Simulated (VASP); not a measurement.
# BaAl3 (Pm-3m) in VASP: a series of runs

Runs on BaAl3. Level: PBE. Tasks: single point, relaxation of cell and atoms.

All numbers are computed with VASP 6.6.1; they aren't measurements. Logs are shortened: lines on timing, memory, paths and dates and some standing lists are left out, and cuts for length are marked.

## Step 1: The cell of the first run

It takes space group Pm-3m (No. 221, cubic). Conventional cell: a = 4.667 Å, b = 4.667 Å, c = 4.667 Å, α = 90.00°, β = 90.00°, γ = 90.00°. Within 4.3 Å of Ba (site symmetry m-3m) lie 12 Al at 3.30 Å. Within 4.3 Å of Al (site symmetry 4/mmm) lie 4 Ba at 3.30 Å and 8 Al at 3.30 Å.

## Step 2: Single point, PBE

INCAR reads:

```
PREC = Accurate
ENCUT = 520
EDIFF = 1E-6
ISMEAR = 0
SIGMA = 0.1
LREAL = False
LASPH = True
NELM = 80
ALGO = Fast
ISIF = 2
LWAVE = False
LCHARG = False
GGA = PE
NBANDS = 18
```

KPOINTS reads:

```
Automatic mesh
0
Gamma
  4 4 4
```

POSCAR reads:

```
BaAl3
1.0
    4.6673050804      0.0000000000      0.0000000000
    0.0000000000      4.6673050804      0.0000000000
    0.0000000000      0.0000000000      4.6673050804
Ba Al
1 3
Direct
    0.0000000000      0.0000000000      0.0000000000
    0.0000000000      0.5000000000      0.5000000000
    0.5000000000      0.0000000000      0.5000000000
    0.5000000000      0.5000000000      0.0000000000
```

Potentials or basis: VASP PAW PBE potentials, release 64 (Ba_sv, Al).

The run is started by

```
$ cat potpaw_PBE.64/Ba_sv/POTCAR potpaw_PBE.64/Al/POTCAR > POTCAR
$ mpirun -np 1 vasp_std > vasp.out
```

OUTCAR:

```text
PREC = Accurate
   ENCUT = 520
   EDIFF = 1E-6
   ISMEAR = 0
   LREAL = False
   LASPH = True
   NELM = 80
   ISIF = 2
   GGA = PE

 ion  position               nearest neighbor table
   1  0.000  0.000  0.000-   2 3.30   3 3.30   4 3.30   2 3.30   3 3.30   2 3.30   4 3.30   2 3.30
                             3 3.30   4 3.30   3 3.30   4 3.30
   2  0.000  0.500  0.500-   1 3.30   3 3.30   4 3.30   1 3.30   4 3.30   1 3.30   3 3.30   1 3.30
                             3 3.30   4 3.30   4 3.30   3 3.30
   3  0.500  0.000  0.500-   1 3.30   2 3.30   4 3.30   1 3.30   4 3.30   2 3.30   4 3.30   4 3.30
                             1 3.30   2 3.30   1 3.30   2 3.30
   4  0.500  0.500  0.000-   1 3.30   2 3.30   3 3.30   2 3.30   3 3.30   1 3.30   3 3.30   3 3.30
                             1 3.30   2 3.30   2 3.30   1 3.30

  LATTYP: Found a simple cubic cell.
 ALAT       =     4.6673050804

  Lattice vectors:

 A1 = (   4.6673050804,   0.0000000000,   0.0000000000)
 A2 = (   0.0000000000,   4.6673050804,   0.0000000000)
 A3 = (   0.0000000000,   0.0000000000,   4.6673050804)

Analysis of symmetry for initial positions (statically):
=====================================================================
 Subroutine PRICEL returns:
 Original cell was already a primitive cell.

 Routine SETGRP: Setting up the symmetry group for a
 simple cubic supercell.

 Subroutine GETGRP returns: Found 48 space group operations
 (whereof 48 operations were pure point group operations)
 out of a pool of 48 trial point group operations.

The static configuration has the point symmetry O_h .

Analysis of symmetry for dynamics (positions and initial velocities):
=====================================================================
 Subroutine PRICEL returns:
 Original cell was already a primitive cell.

 Routine SETGRP: Setting up the symmetry group for a
 simple cubic supercell.

 Subroutine GETGRP returns: Found 48 space group operations
 (whereof 48 operations were pure point group operations)
 out of a pool of 48 trial point group operations.

The dynamic configuration has the point symmetry O_h .

 Subroutine INISYM returns: Found 48 space group operations
 (whereof 48 operations are pure point group operations),
 and found     1 'primitive' translations

----------------------------------------------------------------------------------------

                                     Primitive cell

  volume of cell :     101.6713

  direct lattice vectors                    reciprocal lattice vectors
     4.667305080  0.000000000  0.000000000     0.214256403  0.000000000  0.000000000
     0.000000000  4.667305080  0.000000000     0.000000000  0.214256403  0.000000000
     0.000000000  0.000000000  4.667305080     0.000000000  0.000000000  0.214256403

  length of vectors
     4.667305080  4.667305080  4.667305080     0.214256403  0.214256403  0.214256403

  position of ions in fractional coordinates (direct lattice)
     0.000000000  0.000000000  0.000000000
     0.000000000  0.500000000  0.500000000
     0.500000000  0.000000000  0.500000000
     0.500000000  0.500000000  0.000000000

  ion indices of the primitive-cell ions
   primitive index   ion index
                 1           1
                 2           2
                 3           3
                 4           4

----------------------------------------------------------------------------------------

 KPOINTS: Automatic mesh

Automatic generation of k-mesh.
 Grid dimensions read from file:
 generate k-points for:    4    4    4

 Generating k-lattice:

  Cartesian coordinates                     Fractional coordinates (reciprocal lattice)
     0.053564101  0.000000000  0.000000000     0.250000000  0.000000000  0.000000000
     0.000000000  0.053564101  0.000000000     0.000000000  0.250000000  0.000000000
     0.000000000  0.000000000  0.053564101     0.000000000  0.000000000  0.250000000

  Length of vectors
     0.053564101  0.053564101  0.053564101

  Shift w.r.t. Gamma in fractional coordinates (k-lattice)
     0.000000000  0.000000000  0.000000000

 Subroutine IBZKPT returns following result:
 ===========================================

 Found     10 irreducible k-points:

 Following reciprocal coordinates:
            Coordinates               Weight
  0.000000  0.000000  0.000000      1.000000
  0.250000  0.000000  0.000000      6.000000
  0.500000  0.000000  0.000000      3.000000
  0.250000  0.250000  0.000000     12.000000
  0.500000  0.250000  0.000000     12.000000
  0.500000  0.500000  0.000000      3.000000
  0.250000  0.250000  0.250000      8.000000
  0.500000  0.250000  0.250000     12.000000
  0.500000  0.500000  0.250000      6.000000
  0.500000  0.500000  0.500000      1.000000
   k-points           NKPTS =     10   k-points in BZ     NKDIM =     10   number of bands    NBANDS=     18
   number of dos      NEDOS =    301   number of ions     NIONS =      4
   total plane-waves  NPLWV =  46656
   dimension x,y,z NGX =    36 NGY =   36 NGZ =   36
   dimension x,y,z NGXF=    72 NGYF=   72 NGZF=   72
   ions per type =               1   3
   NGX,Y,Z   is equivalent  to a cutoff of  12.82, 12.82, 12.82 a.u.
   NGXF,Y,Z  is equivalent  to a cutoff of  25.65, 25.65, 25.65 a.u.
 SYSTEM =  unknown system
   PREC   = accura    normal or accurate (medium, high low for compatibility)
   ISTART =      0    job   : 0-new  1-cont  2-samecut
   ICHARG =      2    charge: 1-file 2-atom 10-const
   ISPIN  =      1    spin polarized calculation?
   LNONCOLLINEAR =      F non collinear calculations
   LSORBIT =      F    spin-orbit coupling
   LASPH  =      T    aspherical Exc in radial PAW
   ENCUT  =  520.0 eV  38.22 Ry    6.18 a.u.   8.68  8.68  8.68*2*pi/ulx,y,z
   NELM   =     80;   NELMIN=  2; NELMDL= -5     # of ELM steps
   EDIFF  = 0.1E-05   stopping-criterion for ELM
   LREAL  =      F    real-space projection
   EDIFFG = 0.1E-04   stopping-criterion for IOM
   NSW    =      0    number of steps for IOM
   IBRION =     -1    ionic relax: 0-MD 1-quasi-New 2-CG
   NFREE  =      0    steps in history (QN), initial steepest desc. (CG)
   ISIF   =      2    stress and relaxation
   ISYM   =      2    0-nonsym 1-usesym 2-fastsym
   POTIM  = 0.5000    time-step for ionic-motion
   TEBEG  =    0.0;   TEEND  =   0.0 temperature during run
   PSTRESS=    0.0 pullay stress
   NELECT =      19.0000    total number of electrons
   NUPDOWN=      -1.0000    fix difference up-down
   EMIN   =  10.00;   EMAX   =-10.00  energy-range for DOS
   EFERMI =   0.00;   METHOD = LEGACY
   ISMEAR =     0;   SIGMA  =   0.10  broadening in eV -4-tet -1-fermi 0-gaus
   EFERMI_NEDOS =   21; number of points for ismear=-14 and -15
   IALGO  =     68    algorithm
   IMIX   =      4    mixing-type and parameters
     AMIX     =   0.40;   BMIX     =  1.00
     AMIX_MAG =   1.60;   BMIX_MAG =  1.00
  volume/ion in A,a.u.               =      25.42       171.53
  Fermi-wavevector in a.u.,A,eV,Ry     =   0.935966  1.768718 11.919131  0.876031
  Thomas-Fermi vector in A             =   2.062927
   LORBIT       =      0    0 simple, 1 ext, 2 COOP (PROOUT), +10 PAW based schemes
   GGA     = PE    functional components
   LHFCALC =     F    Hartree Fock is set to
   AEXX    =    0.0000 exact exchange contribution
   IVDW    =     0    specifies the selected vdW correction
   LEPSILON=     F    determine dielectric tensor
   LRPA    =     F    only Hartree local field effects (RPA)
 non-spin polarized calculation
 RMM-DIIS sequential band-by-band and
 Gauss-broadening in eV      SIGMA  =   0.10
  energy-cutoff  :      520.00
  volume of cell :      101.67
 maximum number of plane-waves:      2800
 NGX is ok and might be reduce to    36
   NGX = 17   NGY = 17   NGZ = 17

 number of electron      19.0000002 magnetization

 Free energy of the ion-electron system (eV)
  ---------------------------------------------------
  ext. energy  EPLUGINS =         0.00000000
  ---------------------------------------------------
  free energy    TOTEN  =       -12.42451885 eV

  energy without entropy =      -12.41305732  energy(sigma->0) =      -12.41878809

 E-fermi :   4.1612     XC(G=0):  -9.2912

 val. band max:        4.0779572728   @ k =   0.2500   0.2500   0.2500
 cond. band min:       4.3830911392   @ k =   0.5000   0.5000   0.0000
 fundamental gap:      0.3051338664
 Fermi energy:         4.1612409192

 k-point     1 :       0.0000    0.0000    0.0000
  band No.  band energies     occupation
      1     -22.4287      2.00000
      2      -7.8596      2.00000
      3      -7.8596      2.00000
      4      -7.8596      2.00000
      5      -3.1367      2.00000
      6       1.7925      2.00000
[... 10 lines left out ...]
     17       7.8114      0.00000
     18       8.7835      0.00000

 k-point     2 :       0.2500    0.0000    0.0000
  band No.  band energies     occupation
      1     -22.4221      2.00000
      2      -8.0747      2.00000
      3      -7.8397      2.00000
      4      -7.8397      2.00000
      5      -2.5424      2.00000
      6       0.7070      2.00000
[... 10 lines left out ...]
     17       9.9584      0.00000
     18      10.0021      0.00000

 k-point     3 :       0.5000    0.0000    0.0000
  band No.  band energies     occupation
      1     -22.4156      2.00000
      2      -8.2668      2.00000
      3      -7.8195      2.00000
      4      -7.8195      2.00000
      5      -1.2160      2.00000
      6      -0.9994      2.00000
[... 10 lines left out ...]
     17       9.0182      0.00000
     18       9.4969      0.00000

 k-point     4 :       0.2500    0.2500    0.0000
  band No.  band energies     occupation
      1     -22.4158      2.00000
      2      -8.0585      2.00000
      3      -8.0163      2.00000
      4      -7.8206      2.00000
      5      -2.0472      2.00000
      6       0.9254      2.00000
[... 81 lines left out ...]
      4      -7.9536      2.00000
      5      -0.9601      2.00000
      6      -0.0369      2.00000
[... 10 lines left out ...]
     17       9.7552      0.00000
     18      10.8616      0.00000

 k-point     9 :       0.5000    0.5000    0.2500
  band No.  band energies     occupation
      1     -22.3977      2.00000
      2      -8.1244      2.00000
      3      -8.1244      2.00000
      4      -7.9373      2.00000
      5      -0.7038      2.00000
      6       0.2947      2.00000
[... 10 lines left out ...]
     17      10.4423      0.00000
     18      10.8479      0.00000

 k-point    10 :       0.5000    0.5000    0.5000
  band No.  band energies     occupation
      1     -22.3919      2.00000
      2      -8.0820      2.00000
      3      -8.0820      2.00000
      4      -8.0820      2.00000
      5      -0.0095      2.00000
      6      -0.0095      2.00000
[... 10 lines left out ...]
     17      10.9386      0.00000
     18      11.4973      0.00000

------------------------ aborting loop because EDIFF is reached ----------------------------------------

  FORCE on cell =-STRESS in cart. coord.  units (eV):
  Direction    XX          YY          ZZ          XY          YZ          ZX
  --------------------------------------------------------------------------------------
  -------------------------------------------------------------------------------------
  Total        0.1958078      0.1958078      0.1958078      0.0000000      0.0000000      0.0000000
  in kB        3.0856170      3.0856170      3.0856170      0.0000000      0.0000000      0.0000000
  external PRESSURE =       3.0856170 kB  Pullay stress =       0.0000000 kB

 VOLUME and BASIS-vectors are now :
 -----------------------------------------------------------------------------
  energy-cutoff  :      520.00
  volume of cell :      101.67
      direct lattice vectors                 reciprocal lattice vectors
     4.667305080  0.000000000  0.000000000     0.214256403  0.000000000  0.000000000
     0.000000000  4.667305080  0.000000000     0.000000000  0.214256403  0.000000000
     0.000000000  0.000000000  4.667305080     0.000000000  0.000000000  0.214256403

 POSITION                                       TOTAL-FORCE (eV/Angst)
 -----------------------------------------------------------------------------------
      0.00000      0.00000      0.00000         0.000000      0.000000      0.000000
      0.00000      2.33365      2.33365         0.000000      0.000000      0.000000
      2.33365      0.00000      2.33365         0.000000      0.000000      0.000000
      2.33365      2.33365      0.00000         0.000000      0.000000      0.000000
 -----------------------------------------------------------------------------------
    total drift:                                0.000000     -0.000000     -0.000000

  FREE ENERGIE OF THE ION-ELECTRON SYSTEM (eV)
  ---------------------------------------------------
  free  energy   TOTEN  =       -12.4245188540 eV

  energy  without entropy=      -12.4130573214  energy(sigma->0) =      -12.41878809
```

Run time: 28 s. Hardware: 1 thread of Intel Xeon 8259CL, shared host; peak memory 0.2 GiB.

Results:

| Quantity | Value |
| --- | --- |
| Free energy | -12.4245 eV |
| Pressure | 0.3 GPa |
| Band gap on the k mesh | zero (an odd number of electrons rules out a gap without spin polarisation) |

Caveat: spin-orbit coupling is left out, which moves the levels of the heavy elements.

## Step 3: Relaxation of cell and atoms, PBE

This run uses another cell than the first one, of 20.22 Å³/atom.

INCAR reads:

```
SYSTEM = BaAl3
  PREC = Accurate
  ENCUT = 600
  EDIFF = 1E-6
  ISMEAR = 0
  SIGMA = 0.1
  LREAL = .FALSE.
  LASPH = .TRUE.
  NELM = 80
  ALGO = Fast
  ISIF = 3
  LWAVE = .FALSE.
  LCHARG = .FALSE.
  GGA = PE
  IBRION = 2
  NSW = 90
  EDIFFG = -0.04
```

KPOINTS reads:

```
Automatic mesh
0
G
  4 4 4
  0 0 0
```

POSCAR reads:

```
BaAl3
1.0
    4.3247777621      0.0000000000      0.0000000000
    0.0000000000      4.3247777621      0.0000000000
    0.0000000000      0.0000000000      4.3247777621
Ba Al
1 3
Direct
    0.0000000000      0.0000000000      0.0000000000
    0.0000000000      0.5000000000      0.5000000000
    0.5000000000      0.0000000000      0.5000000000
    0.5000000000      0.5000000000      0.0000000000
```

Potentials or basis: VASP PAW PBE potentials, release 64 (Ba_sv, Al).

The run is started by

```
$ cat potpaw_PBE.64/Ba_sv/POTCAR potpaw_PBE.64/Al/POTCAR > POTCAR
$ mpirun -np 1 vasp_std > vasp.out
```

It took 91 s on 1 thread of Intel Xeon 8259CL, shared host; peak memory 0.21 GiB.

It converged, with:

* Free energy: -12.4247 eV
* Relaxed volume: 25.57 Å³/atom
* Relaxed cell: a = 4.677 Å, b = 4.677 Å, c = 4.677 Å, α = 90.00°, β = 90.00°, γ = 90.00°
* Space group after relaxing (to 0.1 Å): Pm-3m (No. 221)
* Energy gained by relaxing: 194.7 meV/atom
* Ionic steps: 3
* Pressure after relaxing: 0.1 GPa
* Band gap on the k mesh: zero (an odd number of electrons rules out a gap without spin polarisation)

The path:
```tsv
step	energy change (eV)	largest force (eV/Å)	pressure (GPa)	volume (Å³)
1	0.0000	0.0000	14.08	80.89
2	-0.7777	0.0000	-0.40	103.52
3	-0.7790	0.0000	0.07	102.29
```

Final structure:
```
Ba Al
1.0
     4.67674    0.00000    0.00000
     0.00000    4.67674    0.00000
     0.00000    0.00000    4.67674
Ba Al
1 3
Direct
  0.00000 0.00000 0.00000
  0.00000 0.50000 0.50000
  0.50000 0.00000 0.50000
  0.50000 0.50000 0.00000
```

Levels at points of the mesh, in eV from the Fermi level:
```
           k point  band 7  band 8  band 9  band 10  band 11  band 12  band 13
(0.00, 0.00, 0.00)   -2.37   -0.30   -0.30    -0.30     3.02     3.02     3.02
(0.50, 0.00, 0.00)   -0.89   -0.85   -0.85    -0.52     2.01     2.01     2.44
(0.50, 0.50, 0.00)   -3.55   -2.23    0.23     0.23     1.40     1.53     2.97
(0.50, 0.50, 0.50)   -4.16   -2.76   -0.24    -0.24    -0.24     4.04     5.40
```

Caveat: the k points lie up to 0.34 Å⁻¹ apart in the final cell, too coarse for converged energies and pressures of a metal; the volume moved by over 15 % at a fixed basis, so the end points are rough; spin-orbit coupling is left out, which moves the levels of the heavy elements.
